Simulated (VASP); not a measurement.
Set up this calculation in VASP 6.6.1, as the native input.

- Task: single point
- Functional: r2SCAN
- Potentials or basis: VASP PAW PBE potentials, release 64 (Pt)
- Cutoff: 520 eV
- k mesh: 16 × 16 × 16
- Occupations: fermi-dirac, width 0.1 eV
- Spin: no spin polarisation
- Dipole correction: no
- Further INCAR settings: ALGO = Normal; EDIFF = 1e-06; NBANDS = 17

Crystal: Pt.

```
CELL_PARAMETERS angstrom
0.00000 2.86223 2.86223
2.86223 0.00000 2.86223
2.86223 2.86223 0.00000
ATOMIC_POSITIONS crystal
Pt 0.12500 0.12500 0.12500
Pt 0.87500 0.87500 0.87500
```

One way to write it, as run:

POSCAR

```
Pt
1.0
    0.0000000000      2.8622292525      2.8622292525
    2.8622292525      0.0000000000      2.8622292525
    2.8622292525      2.8622292525      0.0000000000
Pt
2
Direct
    0.1250000000      0.1250000000      0.1250000000
    0.8750000000      0.8750000000      0.8750000000
```

INCAR.step1

```
  PREC = Accurate
  ENCUT = 520
  ISMEAR = -1
  SIGMA = 0.1
  LREAL = False
  LASPH = True
  NELM = 60
  NBANDS = 17
  GGA = PE
  ALGO = Normal
  EDIFF = 1E-4
  LWAVE = True
  LCHARG = False
```

INCAR.step2

```
  PREC = Accurate
  ENCUT = 520
  EDIFF = 1E-6
  ISMEAR = -1
  SIGMA = 0.1
  LREAL = False
  LASPH = True
  NELM = 60
  ALGO = Normal
  ISIF = 2
  LWAVE = False
  LCHARG = True
  METAGGA = R2SCAN
  LMIXTAU = True
  LELF = True
  LVHAR = True
  NBANDS = 17
  ISTART = 1
```

KPOINTS

```
Automatic mesh
0
Gamma
  16 16 16
```

Potentials or basis: VASP PAW PBE potentials, release 64 (Pt).

Run with:

```sh
$ cat potpaw_PBE.64/Pt/POTCAR > POTCAR
$ cp INCAR.step1 INCAR
$ mpirun -np 1 vasp_std > vasp.out
$ cp INCAR.step2 INCAR
$ mpirun -np 1 vasp_std > vasp.out
```

Results of the run:

```
Pressure               : 0.1 GPa
Band gap on the k mesh : zero (band 10 reaches 5.39 eV, above the bottom of band 11 at 4.73 eV)
```

Caveat: the PAW data sets were made with another functional, which shifts forces and pressure a little; spin-orbit coupling is left out, which moves the levels of the heavy elements.

Wall time 2.9 min on 1 thread of Intel(R) Xeon(R) 6975P-C (Granite Rapids) (shared host), peak memory 0.24 GiB.
